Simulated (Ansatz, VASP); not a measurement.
# Sb: VASP beside Ansatz

INCAR

```
SYSTEM = Sb
  PREC = Accurate
  ENCUT = 520
  EDIFF = 1E-7
  ISMEAR = -1
  SIGMA = 0.05
  LREAL = .False.
  LASPH = .True.
  NELM = 80
  ALGO = Normal
  ISIF = 2
  LWAVE = .False.
  LCHARG = .False.
  GGA = PE
  NBANDS = 12
```

File KPOINTS:

```
Automatic mesh
0
Gamma
  9 9 9
  0 0 0
```

File POSCAR:

```
Sb
1.0
    2.1007438352      1.1827036773      3.7100774999
   -2.2004568288      1.2257156839      3.7530895065
   -0.0126070064     -2.5207393611      3.7688329936
Sb
2
Direct
    0.2336400000      0.2336400000      0.2336400000
    0.7663600000      0.7663600000      0.7663600000
```

Input for Ansatz:

```yaml
crystal:
  lattice:
    - [2.1007438352, 1.1827036773, 3.7100774999]
    - [-2.2004568288, 1.2257156839, 3.7530895065]
    - [-0.0126070064, -2.5207393611, 3.7688329936]
  atoms:
    - { symbol: Sb, position: [0.23364, 0.23364, 0.23364] }
    - { symbol: Sb, position: [0.76636, 0.76636, 0.76636] }
kpoints:
  mp_grid: { grid: [9, 9, 9] }
  band_path:
    path:
      - [0.0, 0.0, 0.0]
      - [0.0, 0.0, -0.5]
      - [0.5, 0.5, 0.5]
      - [0.0, 0.0, 0.0]
      - [0.0, -0.5, 0.0]
      - [0.5, 0.0, 0.0]
      - [0.0, 0.0, 0.0]
      - [0.5, 0.0, 0.5]
      - [0.0, -0.5, -0.5]
    npoints: 5
scf:
  occupations: { method: fermi_dirac, width: 0.05 }
hamiltonian:
  xc: pbe
  pseudopotentials: { kind: all_electron, lapw: { basis_error: 0.0005 } }
output:
  forces: true
  stress: true
  eigenvalues: true
```

Change from the starting cell: equal xy, yz and zx shear strains of -2 %.

Alike in both runs: task single point; functional PBE; k mesh 9 × 9 × 9; occupations fermi-dirac, width 0.05 eV; no spin polarisation.

|  | VASP | Ansatz |
| --- | --- | --- |
| version | VASP 6.6.1 | Ansatz 0.2.0 |
| potentials or method | VASP PAW PBE potentials, release 64 (Sb), cutoff 520 eV | all-electron LAPW, scalar-relativistic |

|  | VASP | Ansatz | Ansatz less VASP |
| --- | --- | --- | --- |
| pressure (GPa) | 3.2 | 3.2 | -0.07 |
| traceless stress, the component that is largest in VASP (GPa) | 1.28 | 1.27 | -0.005 |
| rms of the force components (eV/Å) | 0.157 | 0.133 | -0.0239 |

Atom by atom the forces differ by 0.026 eV/Å (rms over components). Ansatz ran all-electron here, and VASP with PAW potentials.

Neither program's run includes spin-orbit coupling.
